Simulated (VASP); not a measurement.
Here is a VASP 6.6.1 calculation.

File INCAR:

```
SYSTEM = PtS2
PREC = Accurate
ENCUT = 520
EDIFF = 1E-7
ISMEAR = -1
SIGMA = 0.02
LREAL = .FALSE.
LASPH = .TRUE.
NELM = 80
ALGO = Normal
ISIF = 2
LWAVE = .FALSE.
LCHARG = .FALSE.
GGA = PE
NBANDS = 18
```

Contents of KPOINTS:

```
Automatic mesh
0
G
  12 12 6
  0 0 0
```

POSCAR

```
PtS2
1.0
    3.4993519562      0.0000000000      0.0000000000
   -1.7496759781      3.0305276908      0.0000000000
    0.0000000000      0.0000000000      5.3057213562
Pt S
1 2
Direct
    0.0000000000      0.0000000000      0.0000000000
    0.3333333333      0.6666666667      0.2367267124
    0.6666666667      0.3333333333      0.7632732876
```

Potentials or basis: VASP PAW PBE potentials, release 64 (Pt, S).

Launch:

```console
$ cat potpaw_PBE.64/Pt/POTCAR potpaw_PBE.64/S/POTCAR > POTCAR
$ mpirun -np 1 vasp_std > vasp.out
```

(1) Estimate the pressure.

(2) Estimate the band gap on the k mesh.

## Answers

(1) 5.3 GPa.

(2) 0.86 eV (least direct gap 1.02 eV).

Caveat: the cell differs from its parent crystal (epitaxial xy strain -1.5%); the cell stands under pressure; spin-orbit coupling is left out, which moves the levels of the heavy elements.
